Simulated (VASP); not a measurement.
# KNaICl (Pmmm) in VASP: notebook, part 2 of 2

VASP 6.6.1. The steps go on from the part before.

## 5. Single point, LDA

Input file INCAR:

```
PREC = Accurate
ENCUT = 520
EDIFF = 1E-6
ISMEAR = 0
SIGMA = 0.05
LREAL = False
LASPH = True
NELM = 80
ALGO = Normal
ISIF = 2
LWAVE = False
LCHARG = False
GGA = CA
NBANDS = 23
```

Input file KPOINTS:

```
regular mesh
0
Gamma
  6 6 4
```

Input file POSCAR:

```
KNaICl
1.0
    4.0830392756      0.0000000000      0.0000000000
    0.0000000000      4.7164169358      0.0000000000
    0.0000000000      0.0000000000      6.2608948866
K Na I Cl
1 1 1 1
Direct
    0.5000000000      0.5000000000      0.5000000000
    0.0000000000      0.0000000000      0.0000000000
    0.5000000000      0.5000000000      0.0000000000
    0.0000000000      0.0000000000      0.5000000000
```

Command:

```bash
$ cat potpaw_LDA.64/K_sv/POTCAR potpaw_LDA.64/Na_pv/POTCAR potpaw_LDA.64/I/POTCAR potpaw_LDA.64/Cl/POTCAR > POTCAR
$ mpirun -np 1 vasp_std > vasp.out
```

It took 54 s on 1 thread of AMD EPYC 9R45 (Zen 5), shared host; peak memory 0.25 GiB.

Results (log left out):

```yaml
Free_energy: -13.1342 eV
Pressure: 0.1 GPa
Band_gap_on_the_k_mesh: 3.46 eV, direct
```

Stress tensor (GPa, compression positive):
```
 0.57  0.00  0.00
 0.00 -1.88  0.00
 0.00  0.00  1.69
```

Levels at points of the mesh, in eV from the valence-band top:
```tsv
k point	band 12	band 13	band 14	band 15	band 16	band 17	band 18	band 19
(0.00, 0.00, 0.00)	-0.82	-0.75	-0.45	0.00	3.46	5.01	6.12	6.58
(0.50, 0.00, 0.00)	-1.44	-1.41	-0.72	-0.66	5.63	5.68	6.93	7.33
(0.00, 0.50, 0.00)	-1.57	-0.95	-0.89	0.00	5.96	6.00	6.72	7.23
(0.50, 0.50, 0.00)	-1.33	-1.10	-1.09	-0.50	4.31	4.91	5.22	7.24
(0.00, 0.00, 0.50)	-1.14	-1.04	-0.78	-0.10	4.56	5.56	6.06	6.25
(0.50, 0.00, 0.50)	-1.41	-1.02	-0.93	-0.76	5.18	5.20	6.96	8.01
(0.00, 0.50, 0.50)	-0.98	-0.95	-0.93	-0.04	5.12	5.81	7.45	8.06
(0.50, 0.50, 0.50)	-1.48	-1.44	-1.32	-1.11	5.16	6.56	7.10	7.12
```

Caveat: the cell differs from its parent crystal (strain +e along x and -e along y -0.0733, strain +e along z and -e/2 along x and y -0.0367); spin-orbit coupling is left out, which moves the levels of the heavy elements. A k mesh can miss the band edges.

## 6. Single point, LDA

Input file INCAR:

```
SYSTEM = KNaICl
PREC = Accurate
ENCUT = 520
EDIFF = 1E-6
ISMEAR = 0
SIGMA = 0.05
LREAL = .False.
LASPH = .True.
NELM = 60
ALGO = Normal
ISIF = 2
LWAVE = .False.
LCHARG = .False.
GGA = CA
NBANDS = 23
```

Input file KPOINTS:

```
regular mesh
0
Gamma
  6 6 4
  0 0 0
```

Input file POSCAR:

```
KNaICl
1.0
    3.9244788382      0.0000000000      0.0000000000
    0.0000000000      4.5578564984      0.0000000000
    0.0000000000      0.0000000000      6.7379525890
K Na I Cl
1 1 1 1
Direct
    0.5000000000      0.5000000000      0.5000000000
    0.0000000000      0.0000000000      0.0000000000
    0.5000000000      0.5000000000      0.0000000000
    0.0000000000      0.0000000000      0.5000000000
```

Potentials or basis: VASP PAW LDA potentials, release 64 (K_sv, Na_pv, I, Cl).

Command:

```bash
$ cat potpaw_LDA.64/K_sv/POTCAR potpaw_LDA.64/Na_pv/POTCAR potpaw_LDA.64/I/POTCAR potpaw_LDA.64/Cl/POTCAR > POTCAR
$ mpirun -np 1 vasp_std > vasp.out
```

OUTCAR:

```text
SYSTEM = KNaICl
   PREC = Accurate
   ENCUT = 520
   EDIFF = 1E-6
   ISMEAR = 0
   LREAL = .False.
   LASPH = .True.
   NELM = 60
   ISIF = 2
   GGA = CA

 ion  position               nearest neighbor table
   1  0.500  0.500  0.500-   4 3.01   4 3.01   4 3.01   4 3.01   3 3.37   3 3.37
   2  0.000  0.000  0.000-   3 3.01   3 3.01   3 3.01   3 3.01
   3  0.500  0.500  0.000-   2 3.01   2 3.01   2 3.01   2 3.01   1 3.37   1 3.37
   4  0.000  0.000  0.500-   1 3.01   1 3.01   1 3.01   1 3.01

  LATTYP: Found a simple orthorhombic cell.
 ALAT       =     3.9244788382
 B/A-ratio  =     1.1613915341
 C/A-ratio  =     1.7169037895

  Lattice vectors:

 A1 = (   3.9244788382,   0.0000000000,   0.0000000000)
 A2 = (   0.0000000000,   4.5578564984,   0.0000000000)
 A3 = (   0.0000000000,   0.0000000000,   6.7379525890)

Analysis of symmetry for initial positions (statically):
=====================================================================
 Subroutine PRICEL returns:
 Original cell was already a primitive cell.

 Routine SETGRP: Setting up the symmetry group for a
 simple orthorhombic supercell.

 Subroutine GETGRP returns: Found  8 space group operations
 (whereof  8 operations were pure point group operations)
 out of a pool of  8 trial point group operations.

The static configuration has the point symmetry D_2h.

Analysis of symmetry for dynamics (positions and initial velocities):
=====================================================================
 Subroutine PRICEL returns:
 Original cell was already a primitive cell.

 Routine SETGRP: Setting up the symmetry group for a
 simple orthorhombic supercell.

 Subroutine GETGRP returns: Found  8 space group operations
 (whereof  8 operations were pure point group operations)
 out of a pool of  8 trial point group operations.

The dynamic configuration has the point symmetry D_2h.

 Subroutine INISYM returns: Found  8 space group operations
 (whereof  8 operations are pure point group operations),
[... 114 lines left out ...]
   EFERMI =   0.00;   METHOD = LEGACY
   ISMEAR =     0;   SIGMA  =   0.05  broadening in eV -4-tet -1-fermi 0-gaus
   EFERMI_NEDOS =   21; number of points for ismear=-14 and -15
   IALGO  =     38    algorithm
   IMIX   =      4    mixing-type and parameters
     AMIX     =   0.40;   BMIX     =  1.00
     AMIX_MAG =   1.60;   BMIX_MAG =  1.00
  volume/ion in A,a.u.               =      30.13       203.33
  Fermi-wavevector in a.u.,A,eV,Ry     =   1.029813  1.946064 14.429181  1.060515
  Thomas-Fermi vector in A             =   2.163880
   LORBIT       =      0    0 simple, 1 ext, 2 COOP (PROOUT), +10 PAW based schemes
   GGA     = CA    functional components
   LHFCALC =     F    Hartree Fock is set to
   AEXX    =    0.0000 exact exchange contribution
   IVDW    =     0    specifies the selected vdW correction
   LEPSILON=     F    determine dielectric tensor
   LRPA    =     F    only Hartree local field effects (RPA)
 non-spin polarized calculation
 Gauss-broadening in eV      SIGMA  =   0.05
  energy-cutoff  :      520.00
  volume of cell :      120.52
 maximum number of plane-waves:      3264
 NGX is ok and might be reduce to    30
   NGX = 15   NGY = 17   NGZ = 25

 number of electron      29.9999998 magnetization

 Free energy of the ion-electron system (eV)
  ---------------------------------------------------
  ext. energy  EPLUGINS =         0.00000000
  ---------------------------------------------------
  free energy    TOTEN  =       -13.11643247 eV

  energy without entropy =      -13.11643247  energy(sigma->0) =      -13.11643247

 E-fermi :   0.7545     XC(G=0):  -8.3959

 val. band max:        0.4738055050   @ k =   0.0000   0.5000   0.0000
 cond. band min:       3.8064129562   @ k =   0.0000   0.0000   0.0000
 fundamental gap:      3.3326074512
 Fermi energy:         0.7544701016

 k-point     1 :       0.0000    0.0000    0.0000
  band No.  band energies     occupation
      1     -27.3364      2.00000
      2     -22.2288      2.00000
      3     -22.2226      2.00000
      4     -22.2126      2.00000
      5     -12.5670      2.00000
      6     -11.2029      2.00000
[... 613 lines left out ...]
     22       9.5655      0.00000
     23       9.8931      0.00000

 [... further k-points ...]
[... 5 lines left out ...]
  --------------------------------------------------------------------------------------
  -------------------------------------------------------------------------------------
  Total        2.1090695     -0.0772949     -0.8869182      0.0000000      0.0000000      0.0000000
  in kB       28.0369579     -1.0275212    -11.7902647      0.0000000      0.0000000      0.0000000
  external PRESSURE =       5.0730573 kB  Pullay stress =       0.0000000 kB

 VOLUME and BASIS-vectors are now :
 -----------------------------------------------------------------------------
  energy-cutoff  :      520.00
  volume of cell :      120.52
      direct lattice vectors                 reciprocal lattice vectors
     3.924478838  0.000000000  0.000000000     0.254810904  0.000000000  0.000000000
     0.000000000  4.557856498  0.000000000     0.000000000  0.219401379  0.000000000
     0.000000000  0.000000000  6.737952589     0.000000000  0.000000000  0.148413036

 POSITION                                       TOTAL-FORCE (eV/Angst)
 -----------------------------------------------------------------------------------
      1.96224      2.27893      3.36898         0.000000      0.000000      0.000000
      0.00000      0.00000      0.00000         0.000000      0.000000      0.000000
      1.96224      2.27893      0.00000         0.000000      0.000000      0.000000
      0.00000      0.00000      3.36898         0.000000      0.000000      0.000000
 -----------------------------------------------------------------------------------
    total drift:                                0.000000      0.000000      0.000000

  FREE ENERGIE OF THE ION-ELECTRON SYSTEM (eV)
  ---------------------------------------------------
  free  energy   TOTEN  =       -13.1164324653 eV

  energy  without entropy=      -13.1164324653  energy(sigma->0) =      -13.11643247
```

stdout:

```text
POSCAR found type information on POSCAR K NaI Cl
 POSCAR found :  4 types and       4 ions
 scaLAPACK will be used
 LDA part: xc-table for (Slater(with rela. corr.)+CA(PZ))
 , standard interpolation
 POSCAR, INCAR and KPOINTS ok, starting setup
 FFT: planning ... GRIDC
 FFT: planning ... GRID_SOFT
 FFT: planning ... GRID
 WAVECAR not read
 entering main loop
```

Wall time 62 s (1 thread of AMD EPYC 9R45 (Zen 5), shared host); peak memory 0.25 GiB.

What came out:

```
Free energy            : -13.1164 eV
Pressure               : 0.5 GPa
Band gap on the k mesh : 3.33 eV, indirect (least direct gap 3.36 eV)
```

Stress tensor (GPa, compression positive):
```
 2.80  0.00  0.00
 0.00 -0.10  0.00
 0.00  0.00 -1.18
```

Levels at points of the mesh, in eV from the valence-band top:
```tsv
k point	band 11	band 12	band 13	band 14	band 15	band 16	band 17	band 18	band 19	band 20
(0.00, 0.00, 0.00)	-1.41	-0.99	-0.82	-0.76	-0.03	3.33	4.88	5.98	6.65	6.91
(0.50, 0.00, 0.00)	-2.12	-1.60	-1.52	-1.00	-0.88	5.41	5.52	6.73	7.00	7.31
(0.00, 0.50, 0.00)	-2.03	-1.68	-1.30	-1.04	0.00	5.61	5.83	6.56	6.91	8.25
(0.50, 0.50, 0.00)	-2.12	-1.40	-1.37	-1.30	-0.80	4.15	4.73	5.06	6.87	8.88
(0.00, 0.00, 0.50)	-1.66	-1.22	-1.22	-0.80	-0.08	4.30	5.46	5.97	6.13	7.90
(0.50, 0.00, 0.50)	-2.28	-1.60	-1.24	-1.09	-0.90	4.87	5.16	7.07	7.53	8.14
(0.00, 0.50, 0.50)	-2.33	-1.23	-1.23	-1.04	-0.02	4.66	5.81	7.51	7.73	7.83
(0.50, 0.50, 0.50)	-1.98	-1.62	-1.43	-1.41	-1.13	4.76	6.23	6.52	6.72	6.74
```

Caveat: the cell differs from its parent crystal (strain +e along x and -e along y -0.0733, strain +e along z and -e/2 along x and y +0.0367); spin-orbit coupling is left out, which moves the levels of the heavy elements. A k mesh can miss the band edges.

## 7. The runs side by side

| cell | gap on the mesh (eV) | pressure (GPa) |
| --- | --- | --- |
| a = 4.162, b = 4.795, c = 6.023 Å, 4 atoms | 3.49 | 0.6 |
| a = 4.004, b = 4.321, c = 6.976 Å, 4 atoms | 3.68 | 1.2 |
| a = 4.320, b = 4.637, c = 6.023 Å, 4 atoms | 3.76 | 0.6 |
| a = 4.083, b = 4.716, c = 6.261 Å, 4 atoms | 3.46 | 0.1 |
| a = 3.924, b = 4.558, c = 6.738 Å, 4 atoms | 3.33 | 0.5 |

Alike in all rows: task single point; level LDA; potentials or basis VASP PAW LDA potentials, release 64 (K_sv, Na_pv, I, Cl); no spin polarisation; k mesh 6 × 6 × 4; cutoff (eV) 520; smearing gaussian 0.05 eV.

Caveats: spin-orbit coupling is left out, which moves the levels of the heavy elements.

Total energies depend on the potentials used, so only differences within one code and one set of settings carry meaning.
